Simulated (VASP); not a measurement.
Runs of VASP 6.6.1 on Ru. The structure is that of space group P6_3/mmc (No. 194), or close to it. The cells are those of the table. 

```tsv
task	cell	gap on the mesh (eV)	pressure (GPa)
relaxation of cell and atoms	relaxed to 44 GPa from a = 2.622, b = 2.622, c = 4.152 Å, angles 90.0, 90.0, 120.0°, 2 atoms	none	44.0
single point	a = 2.622, b = 2.622, c = 4.152 Å, angles 90.0, 90.0, 120.0°, 2 atoms	none	(a)
single point	a = 2.621, b = 2.621, c = 4.151 Å, angles 90.0, 90.0, 120.0°, 2 atoms	none	44.2
relaxation of cell and atoms	relaxed to 44 GPa from a = 2.623, b = 2.623, c = 4.249 Å, angles 90.0, 90.0, 120.0°, 2 atoms	none	44.0
```

Alike in all rows: level PBE; potentials or basis VASP PAW PBE potentials, release 64 (Ru_pv); no spin polarisation; k mesh 17 × 17 × 9; cutoff (eV) 500; smearing fermi-dirac 0.1 eV.

Estimate the missing entries.

(a) 44.1.

Caveats: the cell is relaxed towards a set pressure, so the enthalpy falls and the energy may rise (some runs).

A k mesh can miss the band edges, and the runs leave out spin-orbit coupling on Ru.

A gap of «none» marks levels without a gap at the run's occupations.
